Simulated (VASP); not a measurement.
ZnF2:

```
Zn F
1.0
     4.70336    0.00000    0.00000
     0.00000    4.70336    0.00000
     0.00000    0.00000    3.12679
Zn F
2 4
Direct
  0.00000 0.00000 0.00000
  0.50000 0.50000 0.50000
  0.30319 0.30319 0.00000
  0.19681 0.80319 0.50000
  0.80319 0.19681 0.50000
  0.69681 0.69681 0.00000
```

Base run:

```yaml
Program: VASP 6.6.1
Functional: r2SCAN
Potentials_or_basis: VASP PAW PBE potentials, release 64 (Zn, F)
Cutoff: 660 eV
k_mesh: 6 × 6 × 8
Occupations: gaussian, width 0.01 eV
Spin: no spin polarisation
```

Its results: band gap on the k mesh 4.22 eV; pressure 0.3 GPa; largest force 0.015 eV/Å.

Question: The run is repeated on the same cell with these changes: functional from r2SCAN to PBE; cutoff from 660 eV to 600 eV. What comes out?

Answer: Band gap on the k mesh 3.51 eV; pressure 7.0 GPa; largest force 0.043 eV/Å.

Caveats: the structure was generated, so it needn't be the stable form of ZnF2; the PAW data sets were made with another functional, which shifts forces and pressure a little (at least some runs); the cell stands under pressure (at least some runs).

A k mesh can miss the band edges.
